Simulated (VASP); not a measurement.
A run of VASP 6.6.1:

File INCAR:

```
SYSTEM = Te3W
PREC     = Accurate       ! precision mode
ENCUT    = 520            ! plane-wave cutoff, eV
EDIFF    = 1E-7           ! SCF threshold, eV
ISMEAR   = -1             ! smearing method
SIGMA    = 0.15           ! smearing width, eV
LREAL    = .FALSE.        ! projectors in reciprocal space
LASPH    = .TRUE.         ! aspherical terms in the spheres
NELM     = 100            ! most SCF steps
ALGO     = Normal         ! electronic algorithm
ISIF     = 2              ! what is computed and relaxed
LWAVE    = .FALSE.        ! write WAVECAR
LCHARG   = .TRUE.         ! write CHGCAR
GGA      = PS             ! functional
LELF     = .TRUE.         ! ELF
LVHAR    = .TRUE.       
NBANDS   = 24             ! bands
```

The input KPOINTS:

```
Automatic mesh
0
G
  8 8 8
  0 0 0
```

POSCAR

```
Te3W
1.0
    5.2985164979      0.0000000000      0.0000000000
    0.0000000000      5.2985164979      0.0000000000
    0.0000000000      0.0000000000      5.2985164979
Te W
3 1
Direct
    0.0000000000      0.0000000000      0.5000000000
    0.0000000000      0.5000000000      0.0000000000
    0.5000000000      0.0000000000      0.0000000000
    0.0000000000      0.0000000000      0.0000000000
```

Potentials or basis: VASP PAW PBE potentials, release 64 (Te, W_sv).

The run is started by

```sh
$ cat potpaw_PBE.64/Te/POTCAR potpaw_PBE.64/W_sv/POTCAR > POTCAR
$ mpirun -np 1 vasp_std > vasp.out
```

Hardware: 1 thread of Intel(R) Xeon(R) 6975P-C (Granite Rapids), with other jobs on the host.

**Question.** Estimate the wall time of this run.

**Answer.** Run time: 83 s on 1 thread of Intel(R) Xeon(R) 6975P-C (Granite Rapids), with other jobs on the host, peak memory 0.3 GiB. Counts: scf iterations 19, k points 35.
